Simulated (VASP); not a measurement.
# AlN (P6_3mc) in VASP: a series of runs

Runs on AlN. Level: PBE. Tasks: single point.

Everything below comes from runs of VASP 6.6.1. Logs are shortened: lines on timing, memory, paths and dates and some standing lists are left out, and cuts for length are marked.

### Step 1. The cell of the first run

Symmetry: P6_3mc, No. 186, hexagonal system. Conventional cell: a = 3.189 Å, b = 3.189 Å, c = 5.103 Å, α = 90.00°, β = 90.00°, γ = 120.00°. Within 2.6 Å of Al (site symmetry 3m) lie 4 N at 1.94 Å. N (site symmetry 3m) has 4 Al at 1.94 Å within 2.6 Å.

### Step 2. Single point, PBE

Contents of INCAR:

```
ALGO = Normal ; EDIFF = 1E-6
ENCUT = 520 ; GGA = PE
ISIF = 2 ; ISMEAR = 0
LASPH = True ; LCHARG = True
LELF = True ; LREAL = False
LVHAR = True ; LWAVE = False
NBANDS = 16 ; NELM = 100
PREC = Accurate ; SIGMA = 0.01
```

Contents of KPOINTS:

```
k-points
0
Gamma
  12 12 4
```

Contents of POSCAR:

```
AlN
1.0
    3.1889566000      0.0000000000      0.0000000000
   -1.5944783000      2.7617204164      0.0000000000
    0.0000000000      0.0000000000      5.1025354400
Al N
2 2
Direct
    0.3333333333      0.6666666667      0.0000000000
    0.6666666667      0.3333333333      0.5000000000
    0.3333333333      0.6666666667      0.3800000000
    0.6666666667      0.3333333333      0.8800000000
```

Potentials or basis: VASP PAW PBE potentials, release 64 (Al, N).

Started as:

```sh
$ cat potpaw_PBE.64/Al/POTCAR potpaw_PBE.64/N/POTCAR > POTCAR
$ mpirun -np 1 vasp_std > vasp.out
```

OUTCAR:

```text
EDIFF = 1E-6
   ENCUT = 520
   GGA = PE
   ISIF = 2
   ISMEAR = 0
   LASPH = True
   LREAL = False
   NELM = 100
   PREC = Accurate

 ion  position               nearest neighbor table
   1  0.333  0.667  0.000-   3 1.94   4 1.94   4 1.94   4 1.94   2 3.15   2 3.15   2 3.15   2 3.15
                             2 3.15   2 3.15
   2  0.667  0.333  0.500-   4 1.94   3 1.94   3 1.94   3 1.94   1 3.15   1 3.15   1 3.15   1 3.15
                             1 3.15   1 3.15
   3  0.333  0.667  0.380-   1 1.94   2 1.94   2 1.94   2 1.94
   4  0.667  0.333  0.880-   2 1.94   1 1.94   1 1.94   1 1.94

  LATTYP: Found a hexagonal cell.
 ALAT       =     3.1889566000
 C/A-ratio  =     1.6000642467

  Lattice vectors:

 A1 = (   3.1889566000,   0.0000000000,   0.0000000000)
 A2 = (  -1.5944783000,   2.7617204164,   0.0000000000)
 A3 = (   0.0000000000,   0.0000000000,   5.1025354400)

Analysis of symmetry for initial positions (statically):
=====================================================================
 Subroutine PRICEL returns:
 Original cell was already a primitive cell.

 Routine SETGRP: Setting up the symmetry group for a
 hexagonal supercell.

 Subroutine GETGRP returns: Found 12 space group operations
 (whereof  6 operations were pure point group operations)
 out of a pool of 24 trial point group operations.

The static configuration has the point symmetry C_3v.
 The point group associated with its full space group is C_6v.

Analysis of symmetry for dynamics (positions and initial velocities):
=====================================================================
 Subroutine PRICEL returns:
 Original cell was already a primitive cell.

 Routine SETGRP: Setting up the symmetry group for a
 hexagonal supercell.

 Subroutine GETGRP returns: Found 12 space group operations
 (whereof  6 operations were pure point group operations)
 out of a pool of 24 trial point group operations.

The dynamic configuration has the point symmetry C_3v.
 The point group associated with its full space group is C_6v.

 Subroutine INISYM returns: Found 12 space group operations
 (whereof  6 operations are pure point group operations),
 and found     1 'primitive' translations

----------------------------------------------------------------------------------------

[... 91 lines left out ...]
   LNONCOLLINEAR =      F non collinear calculations
   LSORBIT =      F    spin-orbit coupling
   LASPH  =      T    aspherical Exc in radial PAW
   ENCUT  =  520.0 eV  38.22 Ry    6.18 a.u.   5.93  5.93  9.49*2*pi/ulx,y,z
   NELM   =    100;   NELMIN=  2; NELMDL= -5     # of ELM steps
   EDIFF  = 0.1E-05   stopping-criterion for ELM
   LREAL  =      F    real-space projection
   EDIFFG = 0.1E-04   stopping-criterion for IOM
   NSW    =      0    number of steps for IOM
   IBRION =     -1    ionic relax: 0-MD 1-quasi-New 2-CG
   NFREE  =      0    steps in history (QN), initial steepest desc. (CG)
   ISIF   =      2    stress and relaxation
   ISYM   =      2    0-nonsym 1-usesym 2-fastsym
   POTIM  = 0.5000    time-step for ionic-motion
   TEBEG  =    0.0;   TEEND  =   0.0 temperature during run
   PSTRESS=    0.0 pullay stress
   NELECT =      16.0000    total number of electrons
   NUPDOWN=      -1.0000    fix difference up-down
   EMIN   =  10.00;   EMAX   =-10.00  energy-range for DOS
   EFERMI =   0.00;   METHOD = LEGACY
   ISMEAR =     0;   SIGMA  =   0.01  broadening in eV -4-tet -1-fermi 0-gaus
   EFERMI_NEDOS =   21; number of points for ismear=-14 and -15
   IALGO  =     38    algorithm
   IMIX   =      4    mixing-type and parameters
     AMIX     =   0.40;   BMIX     =  1.00
     AMIX_MAG =   1.60;   BMIX_MAG =  1.00
  volume/ion in A,a.u.               =      11.23        75.81
  Fermi-wavevector in a.u.,A,eV,Ry     =   1.160317  2.192681 18.318012  1.346336
  Thomas-Fermi vector in A             =   2.296901
   LORBIT       =      0    0 simple, 1 ext, 2 COOP (PROOUT), +10 PAW based schemes
   GGA     = PE    functional components
   LHFCALC =     F    Hartree Fock is set to
   AEXX    =    0.0000 exact exchange contribution
   IVDW    =     0    specifies the selected vdW correction
   LEPSILON=     F    determine dielectric tensor
   LRPA    =     F    only Hartree local field effects (RPA)
 non-spin polarized calculation
 Gauss-broadening in eV      SIGMA  =   0.01
  energy-cutoff  :      520.00
  volume of cell :       44.94
 maximum number of plane-waves:      1226
 NGX is ok and might be reduce to    24
   NGX = 11   NGY = 11   NGZ = 19

 number of electron      16.0000003 magnetization

 Free energy of the ion-electron system (eV)
  ---------------------------------------------------
  ext. energy  EPLUGINS =         0.00000000
  ---------------------------------------------------
  free energy    TOTEN  =       -29.70468898 eV

  energy without entropy =      -29.70468898  energy(sigma->0) =      -29.70468898

 E-fermi :   5.5429     XC(G=0): -10.5960

 val. band max:        5.4463562959   @ k =   0.0000   0.0000   0.0000
 cond. band min:       9.0467393341   @ k =   0.0000   0.0000   0.0000
 fundamental gap:      3.6003830382
 Fermi energy:         5.5428881456

 k-point     1 :       0.0000    0.0000    0.0000
  band No.  band energies     occupation
      1      -9.2900      2.00000
      2      -7.3578      2.00000
      3      -0.2112      2.00000
      4       4.6484      2.00000
      5       4.6484      2.00000
      6       5.2827      2.00000
[... 433 lines left out ...]
      3       0.7018      2.00000
      4       1.5686      2.00000
      5       2.6220      2.00000
      6       3.8723      2.00000
[... 8 lines left out ...]
     15      17.0902      0.00000
     16      18.8889      0.00000

 [... further k-points ...]
[... 5 lines left out ...]
  --------------------------------------------------------------------------------------
  -------------------------------------------------------------------------------------
  Total       -2.8806295     -2.8806358     -2.3293704      0.0000000     -0.0000000      0.0000000
  in kB     -102.7031216   -102.7033440    -83.0490732      0.0000000     -0.0000000      0.0000000
  external PRESSURE =     -96.1518463 kB  Pullay stress =       0.0000000 kB

 VOLUME and BASIS-vectors are now :
 -----------------------------------------------------------------------------
  energy-cutoff  :      520.00
  volume of cell :       44.94
      direct lattice vectors                 reciprocal lattice vectors
     3.188956600  0.000000000  0.000000000     0.313582192  0.181046567  0.000000000
    -1.594478300  2.761720416  0.000000000     0.000000000  0.362093134  0.000000000
     0.000000000  0.000000000  5.102535440     0.000000000  0.000000000  0.195981000

 POSITION                                       TOTAL-FORCE (eV/Angst)
 -----------------------------------------------------------------------------------
     -0.00000      1.84115      0.00000         0.000000     -0.000000     -0.078464
      1.59448      0.92057      2.55127         0.000000      0.000000     -0.078464
     -0.00000      1.84115      1.93896        -0.000000     -0.000000      0.078464
      1.59448      0.92057      4.49023         0.000000      0.000000      0.078464
 -----------------------------------------------------------------------------------
    total drift:                                0.000000      0.000000      0.000234

  FREE ENERGIE OF THE ION-ELECTRON SYSTEM (eV)
  ---------------------------------------------------
  free  energy   TOTEN  =       -29.7046889812 eV

  energy  without entropy=      -29.7046889812  energy(sigma->0) =      -29.70468898
```

OSZICAR:

```text
N       E                     dE             d eps       ncg     rms          rms(c)
DAV:   1     0.418877728265E+02    0.41888E+02   -0.71695E+03  1824   0.886E+02
DAV:   2    -0.305080099801E+02   -0.72396E+02   -0.65675E+02  2552   0.182E+02
DAV:   3    -0.341726871031E+02   -0.36647E+01   -0.36539E+01  2280   0.427E+01
DAV:   4    -0.341962417901E+02   -0.23555E-01   -0.23553E-01  2256   0.390E+00
DAV:   5    -0.341965647629E+02   -0.32297E-03   -0.32297E-03  2320   0.458E-01    0.117E+01
DAV:   6    -0.296858426349E+02    0.45107E+01   -0.10735E+01  2224   0.233E+01    0.401E+00
DAV:   7    -0.297168746979E+02   -0.31032E-01   -0.60648E-01  1912   0.552E+00    0.284E+00
DAV:   8    -0.297099607014E+02    0.69140E-02   -0.68753E-02  2064   0.243E+00    0.702E-01
DAV:   9    -0.297040980982E+02    0.58626E-02   -0.13078E-02  2416   0.848E-01    0.268E-01
DAV:  10    -0.297047901629E+02   -0.69206E-03   -0.26924E-03  1968   0.324E-01    0.152E-01
DAV:  11    -0.297046857466E+02    0.10442E-03   -0.20750E-04  2248   0.110E-01    0.382E-02
DAV:  12    -0.297046891694E+02   -0.34228E-05   -0.14361E-05  1976   0.300E-02    0.728E-03
DAV:  13    -0.297046889812E+02    0.18816E-06   -0.52321E-06  2128   0.172E-02
   1 F= -.29704689E+02 E0= -.29704689E+02  d E =-.332441E-45
```

stdout:

```text
POSCAR found type information on POSCAR AlN
 POSCAR found :  2 types and       4 ions
 scaLAPACK will be used
 LDA part: xc-table for (Slater+PW92), standard interpolation
 POSCAR, INCAR and KPOINTS ok, starting setup
 FFT: planning ... GRIDC
 FFT: planning ... GRID_SOFT
 FFT: planning ... GRID
 WAVECAR not read
 entering main loop
```

It took 13 s on 1 thread of Intel Xeon 6975P-C (Granite Rapids), shared host; peak memory 0.17 GiB.

What came out:

| Property | Result |
| --- | --- |
| Free energy | -29.7047 eV |
| Pressure | -9.6 GPa |
| Largest force | 0.078 eV/Å |
| Band gap on the k mesh | 3.60 eV, direct |

Forces in eV/Å, atoms in the order of the input:
```
Al   0.000  0.000 -0.078
Al   0.000  0.000 -0.078
N    0.000  0.000  0.078
N    0.000  0.000  0.078
```

### Step 3. Single point, PBE

This run uses another cell than the first one, of 11.50 Å³/atom, 1.023 times its volume.

Contents of INCAR:

```
PREC     = Accurate       # precision mode
ENCUT    = 520            # plane-wave cutoff, eV
EDIFF    = 1E-7           # SCF threshold, eV
ISMEAR   = 0              # smearing method
SIGMA    = 0.01           # smearing width, eV
LREAL    = False          # projectors in reciprocal space
LASPH    = True           # aspherical terms in the spheres
NELM     = 80             # most SCF steps
ALGO     = Normal         # electronic algorithm
ISIF     = 2              # what is computed and relaxed
LWAVE    = False          # write WAVECAR
LCHARG   = True           # write CHGCAR
GGA      = PE             # functional
LELF     = True           # ELF
LVHAR    = True         
NBANDS   = 16             # bands
```

Contents of KPOINTS:

```
regular mesh
0
Gamma
  12 12 4
```

Contents of POSCAR:

```
AlN
1.0
    3.2134879994      0.0000000000      0.0000000000
   -1.6067439997      2.7829652545      0.0000000000
    0.0000000000      0.0000000000      5.1417872551
Al N
2 2
Direct
    0.3333333333      0.6666666667      0.0000000000
    0.6666666667      0.3333333333      0.5000000000
    0.3333333333      0.6666666667      0.3800000000
    0.6666666667      0.3333333333      0.8800000000
```

Potentials or basis: VASP PAW PBE potentials, release 64 (Al, N).

Started as:

```sh
$ cat potpaw_PBE.64/Al/POTCAR potpaw_PBE.64/N/POTCAR > POTCAR
$ mpirun -np 1 vasp_std > vasp.out
```

Wall time 13 s (1 thread of Intel Xeon 6975P-C (Granite Rapids), shared host); peak memory 0.17 GiB.

Results (log left out):

- Free energy: -29.6311 eV
- Pressure: -13.0 GPa
- Largest force: 0.064 eV/Å
- Band gap on the k mesh: 3.41 eV, direct

Forces on the atoms (eV/Å):
```
Al   0.000  0.000 -0.064
Al   0.000  0.000 -0.064
N    0.000  0.000  0.064
N    0.000  0.000  0.064
```

Stress tensor (GPa, compression positive):
```
-13.70   0.00   0.00
  0.00 -13.70   0.00
  0.00   0.00 -11.67
```

Levels at points of the mesh, in eV from the valence-band top:
```csv
k point,band 4,band 5,band 6,band 7,band 8,band 9,band 10,band 11,band 12,band 13
"(0.00, 0.00, 0.00)",-0.79,-0.79,-0.16,-0.16,0.00,3.41,5.86,9.86,10.48,10.48
"(0.50, 0.00, 0.00)",-3.92,-3.12,-1.93,-1.63,-0.63,5.50,5.60,7.39,9.61,10.36
"(0.00, 0.00, 0.50)",-3.17,-0.48,-0.48,-0.48,-0.48,5.67,5.67,9.58,9.58,10.79
"(0.50, 0.00, 0.50)",-5.22,-1.35,-1.35,-1.27,-1.27,5.00,5.00,8.69,8.69,10.78
```
